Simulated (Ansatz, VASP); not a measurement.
**One calculation of HPbNO4, two programs**

The input INCAR:

```
SYSTEM = HPbNO4
ALGO = Normal ; EDIFF = 1E-6
ENCUT = 520 ; GGA = RP
ISIF = 2 ; ISMEAR = -1
LASPH = .TRUE. ; LCHARG = .TRUE.
LELF = .TRUE. ; LREAL = .FALSE.
LVHAR = .TRUE. ; LWAVE = .FALSE.
NBANDS = 31 ; NELM = 100
PREC = Accurate ; SIGMA = 0.05
```

The input KPOINTS:

```
k-points
0
G
  8 6 6
  0 0 0
```

POSCAR

```
HPbNO4
1.0
    4.2753100000     -0.0004000000      0.0063600000
   -2.0839900000      5.2077500000     -0.0490700000
   -2.1237700000     -1.8657400000      4.9149100000
H Pb N O
1 1 1 4
Direct
    0.9907300000      0.0333000000      0.9099400000
    0.5027400000      0.8198900000      0.1428700000
    0.0083800000      0.4740800000      0.5026500000
    0.9981600000      0.9274100000      0.0287700000
    0.1946700000      0.7343500000      0.6085200000
    0.8167300000      0.3588200000      0.2455600000
    0.0138100000      0.3312100000      0.6521700000
```

The input input.yaml:

```yaml
crystal:
  lattice:
    - [4.27531, -0.0004, 0.00636]
    - [-2.08399, 5.20775, -0.04907]
    - [-2.12377, -1.86574, 4.91491]
  atoms:
    - { symbol: H, position: [0.99073, 0.0333, 0.90994] }
    - { symbol: Pb, position: [0.50274, 0.81989, 0.14287] }
    - { symbol: "N", position: [0.00838, 0.47408, 0.50265] }
    - { symbol: O, position: [0.99816, 0.92741, 0.02877] }
    - { symbol: O, position: [0.19467, 0.73435, 0.60852] }
    - { symbol: O, position: [0.81673, 0.35882, 0.24556] }
    - { symbol: O, position: [0.01381, 0.33121, 0.65217] }
hamiltonian:
  xc: rpbe
  pseudopotentials: { kind: paw }
kpoints:
  mp_grid: { grid: [8, 6, 6] }
  band_path:
    path:
      - [[0.0, 0.5, 0.0], [0.0, 0.0, 0.0], [0.0, 0.0, -0.5]]
      - [[0.0, 0.5, -0.5], [0.0, 0.0, 0.0], [-0.5, 0.0, 0.5]]
      - [[-0.5, 0.5, 0.5], [0.0, 0.0, 0.0], [-0.5, 0.0, 0.0]]
      - [[-0.5, 0.5, 0.0], [0.0, 0.0, 0.0]]
    npoints: 10
scf:
  occupations: { method: fermi_dirac, width: 0.05 }
  n_extra_bands: 17
output:
  forces: true
  stress: true
  eigenvalues: true
  fatbands: false
```

Alike in both runs: functional RPBE; k mesh 8 × 6 × 6; occupations fermi-dirac, width 0.05 eV; no spin polarisation.

|  | VASP | Ansatz |
| --- | --- | --- |
| version | VASP 6.6.1 | Ansatz 0.2.0 |
| potentials or method | VASP PAW PBE potentials, release 64 (H, Pb_d, N, O) | Ansatz PAW |
| plane-wave cutoff (eV) | 520 | 420 |
| valence electrons in the cell | 44 | 44 |
| task | single point | band structure |

Ansatz gave:

| Item | Value |
| --- | --- |
| gap on the k mesh at the Fermi level (eV) | 2.86 |
| least direct gap on the mesh (eV) | 3.19 |
| pressure (GPa) | 2.4 |
| traceless stress, the component that is largest in VASP (GPa) | -0.48 |
| rms of the force components (eV/Å) | 0.127 |

What did VASP give for the same quantities?

gap on the k mesh at the Fermi level (eV): 2.83; least direct gap on the mesh (eV): 3.16; pressure (GPa): 3.0; traceless stress, the component that is largest in VASP (GPa): -1.20; rms of the force components (eV/Å): 0.258.

VASP's potentials were made for PBE, not for RPBE. Atom by atom the forces differ by 0.143 eV/Å (rms over components). The functional is the same, so the differences come from potentials, cutoffs and numerics.

Neither program's run includes spin-orbit coupling.
